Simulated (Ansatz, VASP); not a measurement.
**Two plane-wave programs on Si**

```
CELL_PARAMETERS angstrom
3.96717 0.00000 0.00000
-1.98358 3.43567 0.00000
0.00000 0.00000 5.77500
ATOMIC_POSITIONS crystal
Si 0.33333 0.66667 0.07258
Si 0.66667 0.33333 0.57258
Si 0.33333 0.66667 0.42742
Si 0.66667 0.33333 0.92742
```

Alike in both runs: task single point; functional LDA; k mesh 12 × 12 × 6; occupations gaussian, width 0.03 eV; no spin polarisation.

|  | VASP | Ansatz |
| --- | --- | --- |
| version | VASP 6.6.1 | Ansatz 0.2.0 |
| potentials or method | VASP PAW LDA potentials, release 64 (Si), cutoff 520 eV | scalar-relativistic, plane waves, PAW |
| valence electrons in the cell | 16 | 16 |

```csv
,VASP,Ansatz,Ansatz less VASP
gap on the k mesh at the Fermi level (eV),none,none,-
pressure (GPa),6.3,6.3,-0.04
"traceless stress, the component that is largest in VASP (GPa)",33.81,33.85,+0.038
rms of the force components (eV/Å),2.779,2.789,+0.0099
```

Ansatz warns that its potentials were made for another functional, while VASP's fit it. LDA's correlation is that of Perdew and Zunger in VASP and of Perdew and Wang (1992) in Ansatz. Atom by atom the forces differ by 0.010 eV/Å (rms over components). A gap of «none» marks a metal or a gap that the smearing closes.
